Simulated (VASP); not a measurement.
# C in VASP: a series of runs

C is run at these levels: PBE+D3(BJ); tasks: relaxation of the atoms.

Program: VASP 6.6.1. These are calculated values, not measurements. Logs are shortened: lines on timing, memory, paths and dates and some standing lists are left out, and cuts for length are marked.

**1. The cell of the first run**

The cell holds a slab with vacuum, 2 atoms: a = 2.638 Å, b = 2.638 Å, c = 26.003 Å, α = 90.00°, β = 90.00°, γ = 120.00°.

**2. Relaxation of the atoms, PBE+D3(BJ) (biaxial strain +0.070)**

INCAR

```
PREC = Accurate ; ENCUT = 520
EDIFF = 1E-6 ; ISMEAR = 0
SIGMA = 0.1 ; LREAL = F
LASPH = T ; NELM = 60
ALGO = Normal ; ISIF = 2
LWAVE = F ; LCHARG = F
LDIPOL = T ; IDIPOL = 3
DIPOL = 0.5 0.5 0.500 ; GGA = PE
IVDW = 12 ; IBRION = 2
NSW = 60 ; EDIFFG = -0.01
```

KPOINTS

```
Automatic mesh
0
Gamma
  18 18 1
```

POSCAR

```
C
1.0
    2.6383193708      0.0000000000      0.0000000000
   -1.3191596854      2.2848515985      0.0000000000
    0.0000000000      0.0000000000     26.0032200122
C
2
Direct
    0.6666666667      0.3333333333      0.4999999925
    0.3333333333      0.6666666667      0.5000000075
```

Potentials or basis: VASP PAW PBE potentials, release 64 (C).

Launch:

```sh
$ cat potpaw_PBE.64/C/POTCAR > POTCAR
$ mpirun -np 1 vasp_std > vasp.out
```

OUTCAR:

```text
PREC = Accurate
   ENCUT = 520
   EDIFF = 1E-6
   ISMEAR = 0
   LREAL = F
   LASPH = T
   NELM = 60
   ISIF = 2
   GGA = PE
   IVDW = 12
   IBRION = 2
   NSW = 60
   EDIFFG = -0.01
 IVDW          = 12

 ion  position               nearest neighbor table
   1  0.667  0.333  0.500-   2 1.52   2 1.52   2 1.52
   2  0.333  0.667  0.500-   1 1.52   1 1.52   1 1.52

  LATTYP: Found a hexagonal cell.
 ALAT       =     2.6383193708
 C/A-ratio  =     9.8559788856

  Lattice vectors:

 A1 = (   2.6383193708,   0.0000000000,   0.0000000000)
 A2 = (  -1.3191596854,   2.2848515985,   0.0000000000)
 A3 = (   0.0000000000,   0.0000000000,  26.0032200122)

Analysis of symmetry for initial positions (statically):
=====================================================================
 Subroutine PRICEL returns:
 Original cell was already a primitive cell.

 Routine SETGRP: Setting up the symmetry group for a
 hexagonal supercell.

 Subroutine GETGRP returns: Found 24 space group operations
 (whereof 24 operations were pure point group operations)
 out of a pool of 24 trial point group operations.

The static configuration has the point symmetry D_6h.

Analysis of symmetry for dynamics (positions and initial velocities):
=====================================================================
 Subroutine PRICEL returns:
 Original cell was already a primitive cell.

 Routine SETGRP: Setting up the symmetry group for a
 hexagonal supercell.

 Subroutine GETGRP returns: Found 24 space group operations
 (whereof 24 operations were pure point group operations)
 out of a pool of 24 trial point group operations.

The dynamic configuration has the point symmetry D_6h.

 Subroutine INISYM returns: Found 24 space group operations
 (whereof 24 operations are pure point group operations),
 and found     1 'primitive' translations

----------------------------------------------------------------------------------------

                                     Primitive cell

  volume of cell :     156.7518

  direct lattice vectors                    reciprocal lattice vectors
     2.638319371  0.000000000  0.000000000     0.379029170  0.218832593  0.000000000
    -1.319159685  2.284851598  0.000000000     0.000000000  0.437665186  0.000000000
     0.000000000  0.000000000 26.003220012     0.000000000  0.000000000  0.038456776

  length of vectors
     2.638319371  2.638319371 26.003220012     0.437665186  0.437665186  0.038456776

  position of ions in fractional coordinates (direct lattice)
     0.666666667  0.333333333  0.499999993
     0.333333333  0.666666667  0.500000007

  ion indices of the primitive-cell ions
   primitive index   ion index
                 1           1
                 2           2

----------------------------------------------------------------------------------------

 KPOINTS: Automatic mesh

Automatic generation of k-mesh.
 Grid dimensions read from file:
 generate k-points for:   18   18    1

 Generating k-lattice:

  Cartesian coordinates                     Fractional coordinates (reciprocal lattice)
     0.021057176  0.012157366  0.000000000     0.055555556  0.000000000  0.000000000
     0.000000000  0.024314733  0.000000000     0.000000000  0.055555556  0.000000000
     0.000000000  0.000000000  0.038456776     0.000000000  0.000000000  1.000000000

  Length of vectors
     0.024314733  0.024314733  0.038456776

  Shift w.r.t. Gamma in fractional coordinates (k-lattice)
     0.000000000  0.000000000  0.000000000

 Subroutine IBZKPT returns following result:
 ===========================================

 Found     37 irreducible k-points:

 Following reciprocal coordinates:
            Coordinates               Weight
  0.000000  0.000000  0.000000      1.000000
  0.055556  0.000000  0.000000      6.000000
  0.111111  0.000000  0.000000      6.000000
  0.166667  0.000000  0.000000      6.000000
  0.222222 -0.000000  0.000000      6.000000
  0.277778  0.000000  0.000000      6.000000
[... 16 lines left out ...]
  0.333333  0.111111  0.000000     12.000000
  0.388889  0.111111  0.000000     12.000000
 [... further k-points ...]
   k-points           NKPTS =     37   k-points in BZ     NKDIM =     37   number of bands    NBANDS=      8
   number of dos      NEDOS =    301   number of ions     NIONS =      2
   total plane-waves  NPLWV =  78400
   dimension x,y,z NGX =    20 NGY =   20 NGZ =  196
   dimension x,y,z NGXF=    40 NGYF=   40 NGZF=  392
   ions per type =               2
   NGX,Y,Z   is equivalent  to a cutoff of  12.60, 12.60, 12.53 a.u.
   NGXF,Y,Z  is equivalent  to a cutoff of  25.20, 25.20, 25.06 a.u.
 SYSTEM =  unknown system
   PREC   = accura    normal or accurate (medium, high low for compatibility)
   ISTART =      0    job   : 0-new  1-cont  2-samecut
   ICHARG =      2    charge: 1-file 2-atom 10-const
   ISPIN  =      1    spin polarized calculation?
   LNONCOLLINEAR =      F non collinear calculations
   LSORBIT =      F    spin-orbit coupling
   LASPH  =      T    aspherical Exc in radial PAW
   ENCUT  =  520.0 eV  38.22 Ry    6.18 a.u.   4.91  4.91 48.35*2*pi/ulx,y,z
   NELM   =     60;   NELMIN=  2; NELMDL= -5     # of ELM steps
   EDIFF  = 0.1E-05   stopping-criterion for ELM
   LREAL  =      F    real-space projection
   EDIFFG = -.1E-01   stopping-criterion for IOM
   NSW    =     60    number of steps for IOM
   IBRION =      2    ionic relax: 0-MD 1-quasi-New 2-CG
   NFREE  =      1    steps in history (QN), initial steepest desc. (CG)
   ISIF   =      2    stress and relaxation
   ISYM   =      2    0-nonsym 1-usesym 2-fastsym
   POTIM  = 0.5000    time-step for ionic-motion
   TEBEG  =    0.0;   TEEND  =   0.0 temperature during run
   PSTRESS=    0.0 pullay stress
   NELECT =       8.0000    total number of electrons
   NUPDOWN=      -1.0000    fix difference up-down
   EMIN   =  10.00;   EMAX   =-10.00  energy-range for DOS
   EFERMI =   0.00;   METHOD = LEGACY
   ISMEAR =     0;   SIGMA  =   0.10  broadening in eV -4-tet -1-fermi 0-gaus
   EFERMI_NEDOS =   21; number of points for ismear=-14 and -15
   IALGO  =     38    algorithm
   IMIX   =      4    mixing-type and parameters
     AMIX     =   0.40;   BMIX     =  1.00
     AMIX_MAG =   1.60;   BMIX_MAG =  1.00
  volume/ion in A,a.u.               =      78.38       528.91
  Fermi-wavevector in a.u.,A,eV,Ry     =   0.607250  1.147536  5.017179  0.368752
  Thomas-Fermi vector in A             =   1.661642
   LORBIT       =      0    0 simple, 1 ext, 2 COOP (PROOUT), +10 PAW based schemes
   GGA     = PE    functional components
   LHFCALC =     F    Hartree Fock is set to
   AEXX    =    0.0000 exact exchange contribution
   IVDW    =    12    specifies the selected vdW correction
   LEPSILON=     F    determine dielectric tensor
   LRPA    =     F    only Hartree local field effects (RPA)
 conjugate gradient relaxation of ions
 non-spin polarized calculation
 Gauss-broadening in eV      SIGMA  =   0.10
  energy-cutoff  :      520.00
  volume of cell :      156.75
 maximum number of plane-waves:      4285
 NGX is ok and might be reduce to    20
   NGX =  9   NGY =  9   NGZ = 97

 dipolmoment           0.000000      0.000000      0.000000 electrons x Angstroem

 number of electron       7.9999999 magnetization

 dipolmoment           0.000000      0.000000     -0.000000 electrons x Angstroem

 Free energy of the ion-electron system (eV)
  ---------------------------------------------------
  ext. energy  EPLUGINS =         0.00000000
  ---------------------------------------------------
  free energy    TOTEN  =       -17.90565218 eV

  energy without entropy =      -17.90495565  energy(sigma->0) =      -17.90530392

 E-fermi :  -3.7015     XC(G=0):  -1.6197

 val. band max:       -3.7015413098   @ k =   0.3333   0.3333   0.0000
 cond. band min:      -3.7015413056   @ k =   0.3333   0.3333   0.0000
 fundamental gap:      0.0000000042
 Fermi energy:        -3.7015413077

 k-point     1 :       0.0000    0.0000    0.0000
  band No.  band energies     occupation
      1     -21.6542      2.00000
      2     -10.0450      2.00000
      3      -6.7687      2.00000
      4      -6.7687      2.00000
      5       0.1346      0.00000
      6       0.8659      0.00000
      7       1.1426      0.00000
      8       1.6088      0.00000

 k-point     2 :       0.0556    0.0000    0.0000
  band No.  band energies     occupation
      1     -21.5898      2.00000
      2      -9.9713      2.00000
      3      -7.0509      2.00000
      4      -6.8943      2.00000
      5       0.2213      0.00000
      6       0.9532      0.00000
      7       1.2314      0.00000
      8       1.6969      0.00000

 k-point     3 :       0.1111    0.0000    0.0000
  band No.  band energies     occupation
      1     -21.3969      2.00000
      2      -9.7513      2.00000
      3      -7.8161      2.00000
      4      -7.2304      2.00000
      5       0.4813      0.00000
      6       1.2151      0.00000
      7       1.4979      0.00000
      8       1.9614      0.00000
[... 210 lines left out ...]
 k-point    23 :       0.3333    0.1111    0.0000
  band No.  band energies     occupation
      1     -18.4247      2.00000
      2     -13.9128      2.00000
      3     -10.0949      2.00000
      4      -6.5395      2.00000
      5      -0.8774      0.00000
      6       3.0827      0.00000
      7       4.6102      0.00000
      8       5.3388      0.00000

 k-point    24 :       0.3889    0.1111    0.0000
  band No.  band energies     occupation
      1     -17.6052      2.00000
      2     -14.9970      2.00000
      3     -10.2904      2.00000
      4      -5.8102      2.00000
      5      -1.8208      0.00000
      6       2.9565      0.00000
      7       5.8688      0.00000
      8       6.5545      0.00000

 [... further k-points ...]

------------------------ aborting loop because EDIFF is reached ----------------------------------------

 vacuum level on the upper side and lower side of the slab       (xc-potential included)        -0.010        -0.010

 Edisp (eV)   -0.16158

 E8    (eV) :    -0.0508

  FORCE on cell =-STRESS in cart. coord.  units (eV):
  Direction    XX          YY          ZZ          XY          YZ          ZX
  --------------------------------------------------------------------------------------
  -------------------------------------------------------------------------------------
  Total      -7.88492    -7.88492    -0.00884     0.00000    -0.00000     0.00000
  in kB     -80.59267   -80.59267    -0.09040     0.00000    -0.00000     0.00000
  external pressure =      -53.76 kB  Pullay stress =        0.00 kB

 VOLUME and BASIS-vectors are now :
 -----------------------------------------------------------------------------
  energy-cutoff  :      520.00
  volume of cell :      156.75
      direct lattice vectors                 reciprocal lattice vectors
     2.638319371  0.000000000  0.000000000     0.379029170  0.218832593  0.000000000
    -1.319159685  2.284851598  0.000000000     0.000000000  0.437665186  0.000000000
     0.000000000  0.000000000 26.003220012     0.000000000  0.000000000  0.038456776

 POSITION                                       TOTAL-FORCE (eV/Angst)
 -----------------------------------------------------------------------------------
      1.31916      0.76162     13.00161         0.000000      0.000000      0.000000
     -0.00000      1.52323     13.00161        -0.000000      0.000000      0.000000
 -----------------------------------------------------------------------------------
    total drift:                                0.000000     -0.000000     -0.000000

  FREE ENERGIE OF THE ION-ELECTRON SYSTEM (eV)
  ---------------------------------------------------
  free  energy   TOTEN  =       -18.0672361154 eV

  energy  without entropy=      -18.0665395850  energy(sigma->0) =      -18.06688785

 reached required accuracy - stopping structural energy minimisation

 vacuum level on the upper side and lower side of the slab         1.061         1.061
```

Run time: 89 s. Hardware: 1 thread of Intel Xeon Platinum 8259CL at 2.50GHz (Skylake/Cascade Lake), shared host; peak memory 0.26 GiB.

What came out:

```
Free energy                : -18.0672 eV
Band gap on the k mesh     : zero (filled and empty bands touch)
Dispersion energy per atom : -0.081 eV
```

Final structure:
```xyz
2
Lattice="2.6383 0.0000 0.0000 -1.3192 2.2849 0.0000 0.0000 0.0000 26.0032" Properties=species:S:1:pos:R:3 pbc="T T T"
C     1.3192    0.7616   13.0016
C     0.0000    1.5232   13.0016
```

Caveat: the cell differs from its parent crystal (biaxial strain +0.070); the relaxation stopped at its first step, so nothing moved.

**3. Relaxation of the atoms, PBE+D3(BJ) (biaxial strain -0.020)**

INCAR

```
SYSTEM = C
PREC = Accurate
ENCUT = 520
EDIFF = 1E-6
ISMEAR = 0
SIGMA = 0.1
LREAL = .False.
LASPH = .True.
NELM = 60
ALGO = Normal
ISIF = 2
LWAVE = .False.
LCHARG = .False.
LDIPOL = .True.
IDIPOL = 3
DIPOL = 0.5 0.5 0.500
GGA = PE
IVDW = 12
IBRION = 2
NSW = 60
EDIFFG = -0.01
```

KPOINTS

```
Automatic mesh
0
Gamma
  18 18 1
  0 0 0
```

POSCAR

```
C
1.0
    2.4164046574      0.0000000000      0.0000000000
   -1.2082023287      2.0926678192      0.0000000000
    0.0000000000      0.0000000000     26.0032200122
C
2
Direct
    0.6666666667      0.3333333333      0.4999999925
    0.3333333333      0.6666666667      0.5000000075
```

Potentials or basis: VASP PAW PBE potentials, release 64 (C).

Launch:

```sh
$ cat potpaw_PBE.64/C/POTCAR > POTCAR
$ mpirun -np 1 vasp_std > vasp.out
```

Run time: 41 s. Hardware: 1 thread of Intel Xeon Platinum 8488C (Sapphire Rapids), shared host; peak memory 0.24 GiB.

The run converged. Its results:

```yaml
Free_energy: -18.5641 eV
Band_gap_on_the_k_mesh: zero (filled and empty bands touch)
Dispersion_energy_per_atom: -0.088 eV
```

Final structure:
```xyz
2
Lattice="2.4164 0.0000 0.0000 -1.2082 2.0927 0.0000 0.0000 0.0000 26.0032" Properties=species:S:1:pos:R:3 pbc="T T T"
C     1.2082    0.6976   13.0016
C     0.0000    1.3951   13.0016
```

Levels at points of the mesh, in eV from the Fermi level:
```csv
k point,band 1,band 2,band 3,band 4,band 5,band 6,band 7,band 8
"(0.00, 0.00, 0.00)",-20.02,-8.04,-3.02,-3.02,3.07,3.86,4.12,4.59
"(0.50, 0.00, 0.00)",-14.49,-13.64,-6.59,-2.48,1.70,7.97,11.26,11.41
```

Caveat: the cell differs from its parent crystal (biaxial strain -0.020); the relaxation stopped at its first step, so nothing moved.
